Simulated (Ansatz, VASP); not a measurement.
# Ge in VASP and in Ansatz

The input INCAR:

```
PREC = Accurate
ENCUT = 520
EDIFF = 1E-7
ISMEAR = 0
SIGMA = 0.014
LREAL = False
LASPH = True
NELM = 80
ALGO = Normal
ISIF = 2
LWAVE = False
LCHARG = True
GGA = PE
LELF = True
LVHAR = True
NBANDS = 21
```

The input KPOINTS:

```
regular mesh
0
Gamma
  10 10 6
```

Contents of POSCAR:

```
Ge
1.0
    1.4880529250     -2.5946896100      0.0000000000
    1.4880529250      2.5946896100      0.0000000000
    0.0000000000      0.0000000000      4.7275957900
Ge
2
Direct
    0.3334466300      0.6665533700      0.2500000000
    0.6665533700      0.3334466300      0.7500000000
```

input.yaml

```yaml
crystal:
  lattice:
    - [1.488052925, -2.59468961, 0.0]
    - [1.488052925, 2.59468961, 0.0]
    - [0.0, 0.0, 4.72759579]
  atoms:
    - { symbol: Ge, position: [0.33344663, 0.66655337, 0.25] }
    - { symbol: Ge, position: [0.66655337, 0.33344663, 0.75] }
hamiltonian:
  xc: pbe
  pseudopotentials: { kind: paw }
kpoints:
  mp_grid: { grid: [10, 10, 6] }
scf:
  occupations: { method: gaussian, width: 0.014 }
output:
  forces: true
  stress: true
  eigenvalues: true
```

Alike in both runs: task single point; functional PBE; k mesh 10 × 10 × 6; occupations gaussian, width 0.014 eV; no spin polarisation.

```csv
,VASP,Ansatz
version,VASP 6.6.1,Ansatz 0.2.0
potentials or method,"VASP PAW PBE potentials, release 64 (Ge_d)",Ansatz PAW
plane-wave cutoff (eV),520,420
valence electrons in the cell,28,28
```

```csv
,VASP,Ansatz,Ansatz less VASP
gap on the k mesh at the Fermi level (eV),none,none,-
pressure (GPa),4.4,4.3,-0.04
"traceless stress, the component that is largest in VASP (GPa)",-1.19,-1.19,-0.002
rms of the force components (eV/Å),0.009,0.009,+0.0001
```

Atom by atom the forces differ by 0.000 eV/Å (rms over components). A gap of «none» marks a metal or a gap that the smearing closes. With one functional, cell and mesh, what is left measures potentials, basis and numerics.
